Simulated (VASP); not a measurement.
# TaW5 (P4/mmm) in VASP: single point with PBE

Aim: the single point of TaW5 with PBE.

All numbers are computed with VASP 6.6.1; they aren't measurements. Logs are shortened: lines on timing, memory, paths and dates and some standing lists are left out, and cuts for length are marked.

### 1 The cell of the first run

The structure is tetragonal, space group P4/mmm (No. 123). Conventional cell: a = 3.254 Å, b = 3.254 Å, c = 9.763 Å, α = 90.00°, β = 90.00°, γ = 90.00°. Ta (site symmetry 4/mmm) has 10 W at 2.82 to 3.25 Å and 4 Ta at 3.25 Å within 3.7 Å. W (site symmetry 4mm) has 10 W at 2.82 to 3.25 Å and 4 Ta at 2.82 Å within 3.7 Å. W (site symmetry 4mm) has 13 W at 2.82 to 3.25 Å and 1 Ta at 3.25 Å within 3.7 Å. W (site symmetry 4/mmm) has 14 W at 2.82 to 3.25 Å within 3.7 Å.

### 2 Single point, PBE

Contents of INCAR:

```
SYSTEM = TaW5
  PREC = Accurate
  ENCUT = 520
  EDIFF = 1E-6
  ISMEAR = 0
  SIGMA = 0.1
  LREAL = .FALSE.
  LASPH = .TRUE.
  NELM = 60
  ALGO = Fast
  ISIF = 2
  LWAVE = .FALSE.
  LCHARG = .FALSE.
  GGA = PE
  NBANDS = 50
```

Contents of KPOINTS:

```
Automatic mesh
0
G
  6 6 2
  0 0 0
```

Contents of POSCAR:

```
TaW5
1.0
    3.2543683800      0.0000000000      0.0000000000
    0.0000000000      3.2543683800      0.0000000000
    0.0000000000      0.0000000000      9.7631051500
Ta W
1 5
Direct
    0.0000000000      0.0000000000      0.0000000000
    0.5000000000      0.5000000000      0.1666666700
    0.0000000000      0.0000000000      0.3333333300
    0.5000000000      0.5000000000      0.5000000000
    0.0000000000      0.0000000000      0.6666666700
    0.5000000000      0.5000000000      0.8333333300
```

Potentials or basis: VASP PAW PBE potentials, release 64 (Ta_pv, W_sv).

Started as:

```console
$ cat potpaw_PBE.64/Ta_pv/POTCAR potpaw_PBE.64/W_sv/POTCAR > POTCAR
$ mpirun -np 1 vasp_std > vasp.out
```

OUTCAR:

```text
SYSTEM = TaW5
   PREC = Accurate
   ENCUT = 520
   EDIFF = 1E-6
   ISMEAR = 0
   LREAL = .FALSE.
   LASPH = .TRUE.
   NELM = 60
   ISIF = 2
   GGA = PE

 ion  position               nearest neighbor table
   1  0.000  0.000  0.000-   2 2.82   6 2.82   2 2.82   6 2.82   2 2.82   6 2.82   2 2.82   6 2.82
                             5 3.25   3 3.25
   2  0.500  0.500  0.167-   3 2.82   3 2.82   3 2.82   3 2.82   1 2.82   1 2.82   1 2.82   1 2.82
                             4 3.25   6 3.25
   3  0.000  0.000  0.333-   2 2.82   2 2.82   2 2.82   2 2.82   4 2.82   4 2.82   4 2.82   4 2.82
                             1 3.25   5 3.25
   4  0.500  0.500  0.500-   3 2.82   5 2.82   3 2.82   5 2.82   3 2.82   5 2.82   3 2.82   5 2.82
                             2 3.25   6 3.25
   5  0.000  0.000  0.667-   6 2.82   6 2.82   6 2.82   6 2.82   4 2.82   4 2.82   4 2.82   4 2.82
                             1 3.25   3 3.25
   6  0.500  0.500  0.833-   5 2.82   5 2.82   5 2.82   5 2.82   1 2.82   1 2.82   1 2.82   1 2.82
                             4 3.25   2 3.25

  LATTYP: Found a simple tetragonal cell.
 ALAT       =     3.2543683800
 C/A-ratio  =     3.0000000031

  Lattice vectors:

 A1 = (   3.2543683800,   0.0000000000,   0.0000000000)
 A2 = (   0.0000000000,   3.2543683800,   0.0000000000)
 A3 = (   0.0000000000,   0.0000000000,   9.7631051500)

Analysis of symmetry for initial positions (statically):
=====================================================================
 Subroutine PRICEL returns:
 Original cell was already a primitive cell.

 Routine SETGRP: Setting up the symmetry group for a
 simple tetragonal supercell.

 Subroutine GETGRP returns: Found 16 space group operations
 (whereof 16 operations were pure point group operations)
 out of a pool of 16 trial point group operations.

The static configuration has the point symmetry D_4h.

Analysis of symmetry for dynamics (positions and initial velocities):
=====================================================================
 Subroutine PRICEL returns:
 Original cell was already a primitive cell.

 Routine SETGRP: Setting up the symmetry group for a
 simple tetragonal supercell.

 Subroutine GETGRP returns: Found 16 space group operations
 (whereof 16 operations were pure point group operations)
 out of a pool of 16 trial point group operations.

The dynamic configuration has the point symmetry D_4h.

 Subroutine INISYM returns: Found 16 space group operations
 (whereof 16 operations are pure point group operations),
 and found     1 'primitive' translations

----------------------------------------------------------------------------------------
[... 102 lines left out ...]
   ISIF   =      2    stress and relaxation
   ISYM   =      2    0-nonsym 1-usesym 2-fastsym
   POTIM  = 0.5000    time-step for ionic-motion
   TEBEG  =    0.0;   TEEND  =   0.0 temperature during run
   PSTRESS=    0.0 pullay stress
   NELECT =      81.0000    total number of electrons
   NUPDOWN=      -1.0000    fix difference up-down
   EMIN   =  10.00;   EMAX   =-10.00  energy-range for DOS
   EFERMI =   0.00;   METHOD = LEGACY
   ISMEAR =     0;   SIGMA  =   0.10  broadening in eV -4-tet -1-fermi 0-gaus
   EFERMI_NEDOS =   21; number of points for ismear=-14 and -15
   IALGO  =     68    algorithm
   IMIX   =      4    mixing-type and parameters
     AMIX     =   0.40;   BMIX     =  1.00
     AMIX_MAG =   1.60;   BMIX_MAG =  1.00
  volume/ion in A,a.u.               =      17.23       116.30
  Fermi-wavevector in a.u.,A,eV,Ry     =   1.509139  2.851860 30.987295  2.277502
  Thomas-Fermi vector in A             =   2.619501
   LORBIT       =      0    0 simple, 1 ext, 2 COOP (PROOUT), +10 PAW based schemes
   GGA     = PE    functional components
   LHFCALC =     F    Hartree Fock is set to
   AEXX    =    0.0000 exact exchange contribution
   IVDW    =     0    specifies the selected vdW correction
   LEPSILON=     F    determine dielectric tensor
   LRPA    =     F    only Hartree local field effects (RPA)
 non-spin polarized calculation
 RMM-DIIS sequential band-by-band and
 Gauss-broadening in eV      SIGMA  =   0.10
  energy-cutoff  :      520.00
  volume of cell :      103.40
 maximum number of plane-waves:      2832
   NGX = 13   NGY = 13   NGZ = 37

 number of electron      81.0000007 magnetization

 Free energy of the ion-electron system (eV)
  ---------------------------------------------------
  ext. energy  EPLUGINS =         0.00000000
  ---------------------------------------------------
  free energy    TOTEN  =       -76.72959332 eV

  energy without entropy =      -76.70571005  energy(sigma->0) =      -76.71765169

 E-fermi :   9.3307     XC(G=0): -13.1170

 val. band max:        9.2917936796   @ k =   0.5000   0.5000   0.5000
 cond. band min:       9.3573171681   @ k =   0.5000   0.1667   0.5000
 fundamental gap:      0.0655234884
 Fermi energy:         9.3307142723

 k-point     1 :       0.0000    0.0000    0.0000
  band No.  band energies     occupation
      1     -64.7210      2.00000
      2     -64.6496      2.00000
      3     -64.6050      2.00000
      4     -64.3306      2.00000
      5     -64.3280      2.00000
      6     -29.0736      2.00000
[... 1049 lines left out ...]
     49      12.6225      0.00000
     50      12.6547      0.00000

------------------------ aborting loop because EDIFF is reached ----------------------------------------

  FORCE on cell =-STRESS in cart. coord.  units (eV):
  Direction    XX          YY          ZZ          XY          YZ          ZX
  --------------------------------------------------------------------------------------
  -------------------------------------------------------------------------------------
  Total       -8.2002990     -8.2002990     -7.9661092      0.0000000     -0.0000000      0.0000000
  in kB     -127.0629339   -127.0629339   -123.4341839      0.0000000     -0.0000000      0.0000000
  external PRESSURE =    -125.8533506 kB  Pullay stress =       0.0000000 kB

 VOLUME and BASIS-vectors are now :
 -----------------------------------------------------------------------------
  energy-cutoff  :      520.00
  volume of cell :      103.40
      direct lattice vectors                 reciprocal lattice vectors
     3.254368380  0.000000000  0.000000000     0.307279288  0.000000000  0.000000000
     0.000000000  3.254368380  0.000000000     0.000000000  0.307279288  0.000000000
     0.000000000  0.000000000  9.763105150     0.000000000  0.000000000  0.102426429

 POSITION                                       TOTAL-FORCE (eV/Angst)
 -----------------------------------------------------------------------------------
      0.00000      0.00000      0.00000        -0.000000     -0.000000      0.000000
      1.62718      1.62718      1.62718         0.000000      0.000000      0.906527
      0.00000      0.00000      3.25437        -0.000000     -0.000000      0.031930
      1.62718      1.62718      4.88155        -0.000000     -0.000000      0.000000
      0.00000      0.00000      6.50874        -0.000000     -0.000000     -0.031930
      1.62718      1.62718      8.13592        -0.000000     -0.000000     -0.906527
 -----------------------------------------------------------------------------------
    total drift:                                0.000000     -0.000000     -0.000000

  FREE ENERGIE OF THE ION-ELECTRON SYSTEM (eV)
  ---------------------------------------------------
  free  energy   TOTEN  =       -76.7295933234 eV

  energy  without entropy=      -76.7057100482  energy(sigma->0) =      -76.71765169
```

OSZICAR:

```text
N       E                     dE             d eps       ncg     rms          rms(c)
DAV:   1     0.108122235015E+04    0.10812E+04   -0.46392E+04  2008   0.185E+03
DAV:   2    -0.133686165100E+02   -0.10946E+04   -0.10653E+04  2072   0.597E+02
DAV:   3    -0.785355822989E+02   -0.65167E+02   -0.61457E+02  2358   0.136E+02
DAV:   4    -0.806979621639E+02   -0.21624E+01   -0.20989E+01  2418   0.223E+01
DAV:   5    -0.807626766805E+02   -0.64715E-01   -0.64425E-01  2412   0.353E+00    0.429E+01
RMM:   6    -0.776666241388E+02    0.30961E+01   -0.59056E+00  2315   0.118E+01    0.168E+01
RMM:   7    -0.772605244319E+02    0.40610E+00   -0.39779E+00  2369   0.873E+00    0.377E+00
RMM:   8    -0.767200632426E+02    0.54046E+00   -0.98291E-01  2558   0.371E+00    0.169E+00
RMM:   9    -0.767302716837E+02   -0.10208E-01   -0.26928E-01  2792   0.155E+00    0.994E-01
RMM:  10    -0.767293632902E+02    0.90839E-03   -0.39948E-02  2687   0.818E-01    0.334E-01
RMM:  11    -0.767294561903E+02   -0.92900E-04   -0.10657E-02  2784   0.372E-01    0.109E-01
RMM:  12    -0.767295876698E+02   -0.13148E-03   -0.22513E-03  2890   0.186E-01    0.605E-02
RMM:  13    -0.767295981780E+02   -0.10508E-04   -0.30638E-04  2853   0.850E-02    0.236E-02
RMM:  14    -0.767295942165E+02    0.39615E-05   -0.84710E-05  2824   0.427E-02    0.115E-02
RMM:  15    -0.767295920291E+02    0.21874E-05   -0.14036E-05  2520   0.202E-02    0.364E-03
RMM:  16    -0.767295931842E+02   -0.11551E-05   -0.43522E-06  1930   0.106E-02    0.123E-03
RMM:  17    -0.767295933234E+02   -0.13921E-06   -0.85377E-07  1559   0.481E-03
   1 F= -.76729593E+02 E0= -.76717652E+02  d E =-.238833E-01
```

stdout:

```text
POSCAR found type information on POSCAR TaW
 POSCAR found :  2 types and       6 ions
 scaLAPACK will be used
 LDA part: xc-table for (Slater+PW92), standard interpolation
 POSCAR, INCAR and KPOINTS ok, starting setup
 FFT: planning ... GRIDC
 FFT: planning ... GRID_SOFT
 FFT: planning ... GRID
 WAVECAR not read
 entering main loop
```

It took 2.4 min on 1 thread of Intel Xeon Platinum 8488C (Sapphire Rapids), shared host; peak memory 0.25 GiB.

What came out:

```yaml
Free_energy: -76.7296 eV
Pressure: -12.6 GPa
Largest_force: 0.907 eV/Å
```

Forces in eV/Å, atoms in the order of the input:
```
Ta   0.000  0.000  0.000
W    0.000  0.000  0.907
W    0.000  0.000  0.032
W    0.000  0.000  0.000
W    0.000  0.000 -0.032
W    0.000  0.000 -0.907
```

Caveat: spin-orbit coupling is left out, which moves the levels of the heavy elements.
